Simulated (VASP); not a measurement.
Input of a VASP 6.6.1 run:

INCAR

```
SYSTEM = Sr2C
  PREC = Accurate
  ENCUT = 520
  EDIFF = 1E-6
  ISMEAR = 0
  SIGMA = 0.1
  LREAL = .FALSE.
  LASPH = .TRUE.
  NELM = 100
  ALGO = Normal
  ISIF = 2
  LWAVE = .FALSE.
  LCHARG = .FALSE.
  GGA = PE
  NBANDS = 19
```

Contents of KPOINTS:

```
Automatic mesh
0
G
  6 6 4
  0 0 0
```

File POSCAR:

```
Sr2C
1.0
    3.4192198320      0.0000000000      0.0000000000
    0.0000000000      3.4192198320      0.0000000000
    0.0000000000      0.0000000000      7.3368898234
Sr C
2 1
Direct
    0.0000000000      0.0000000000      0.7948409600
    0.0000000000      0.0000000000      0.2051590400
    0.5000000000      0.5000000000      0.0000000000
```

Potentials or basis: VASP PAW PBE potentials, release 64 (Sr_sv, C).

Run with:

```sh
$ cat potpaw_PBE.64/Sr_sv/POTCAR potpaw_PBE.64/C/POTCAR > POTCAR
$ mpirun -np 1 vasp_std > vasp.out
```

(1) Estimate the pressure.

(2) Predict the band gap on the k mesh.

(3) What does it give for the largest force?

## Answers

(1) 0.4 GPa.

(2) zero (band 12 reaches 2.98 eV, above the bottom of band 13 at 2.28 eV).

(3) 0.020 eV/Å.
